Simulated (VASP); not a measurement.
## GePO4: single point with r2SCAN

Crystal: GePO4.

```
P Ge O
1.0
     0.00000    4.67610    0.00000
     4.67610    0.00000    0.00000
     2.33805    2.33805   -3.56424
P Ge O
1 1 4
Direct
  0.00000 0.00000 0.00000
  0.75000 0.25000 0.50000
  0.40000 0.30000 0.72000
  0.70000 0.12000 0.28000
  0.88000 0.98000 0.72000
  0.02000 0.60000 0.28000
```

```json
{
  "Program": "VASP 6.6.1",
  "Task": "single point",
  "Functional": "r2SCAN",
  "Potentials or basis": "VASP PAW PBE potentials, release 64 (P, Ge_d, O)",
  "Cutoff": "660 eV",
  "k mesh": "5 × 5 × 5",
  "Occupations": "gaussian, width 0.0471 eV",
  "Spin": "collinear spin, ferromagnetic start",
  "Starting moments": "[0.2, 0.2, 0.2, 0.2, 0.2, 0.2] μB"
}
```

```yaml
Pressure: 41.3 GPa
Largest_force: 10.693 eV/Å
Net_moment: 0.90 μB per cell
Site_moments: P +0.24; Ge +0.04; O +0.12 μB
Valence_electrons_inside_the_program's_atomic_spheres: P 2.17; Ge 14.18; O 5.23
```

Forces in eV/Å, atoms in the order of the input:
```
P    0.000  0.000  0.000
Ge   0.000  0.000  0.000
O    4.118 -7.706 -6.164
O   -7.706 -4.118  6.164
O   -4.118  7.706 -6.164
O    7.706  4.118  6.164
```

Stress tensor (GPa, compression positive):
```
45.60  0.00  0.00
 0.00 45.60  0.00
 0.00  0.00 32.73
```

Levels at points of the mesh, in eV from the Fermi level:
Spin up:
| k point | band 19 | band 20 | band 21 | band 22 | band 23 | band 24 | band 25 | band 26 |
| --- | --- | --- | --- | --- | --- | --- | --- | --- |
| (0.00, 0.00, 0.00) | -6.37 | -6.37 | -6.34 | -1.56 | 1.65 | 2.93 | 2.93 | 3.97 |
Spin down:
```csv
k point,band 19,band 20,band 21,band 22,band 23,band 24
"(0.00, 0.00, 0.00)",-6.17,-6.17,-6.12,-0.57,2.50,3.99
```

It took 14 min on 1 thread of Intel Xeon 8259CL (shared host), peak memory 0.4 GiB.

Caveat: the cell stands under pressure; the PAW data sets were made with another functional, which shifts forces and pressure a little.
